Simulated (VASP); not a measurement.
**As: single point with LDA**

Crystal: As.

```
As
1.0
    -1.70929    1.70929    1.70929
     1.70929   -1.70929    1.70929
     1.70929    1.70929   -1.70929
As
1
Cartesian
  0.0000 0.0000 0.0000
```

This cell differs from its parent crystal: volume scaled by 1.12.

- Program: VASP 6.6.1
- Task: single point
- Functional: LDA
- Potentials or basis: VASP PAW LDA potentials, release 64 (As)
- Cutoff: 520 eV
- k mesh: 15 × 15 × 15
- Occupations: fermi-dirac, width 0.1 eV
- Spin: no spin polarisation
- Dipole correction: no
- Further INCAR settings: ALGO = Normal; EDIFF = 1e-06; NBANDS = 8

```
Pressure : -8.3 GPa
```

Levels at points of the mesh, in eV from the Fermi level:
| k point | band 1 | band 2 | band 3 | band 4 | band 5 |
| --- | --- | --- | --- | --- | --- |
| (0.00, 0.00, 0.00) | -14.61 | 5.47 | 5.47 | 5.47 | 12.92 |

Wall time 24 s on 1 thread of AMD EPYC 7R43 64-Core Processor (Zen 3), on a shared host, peak memory 0.1 GiB.
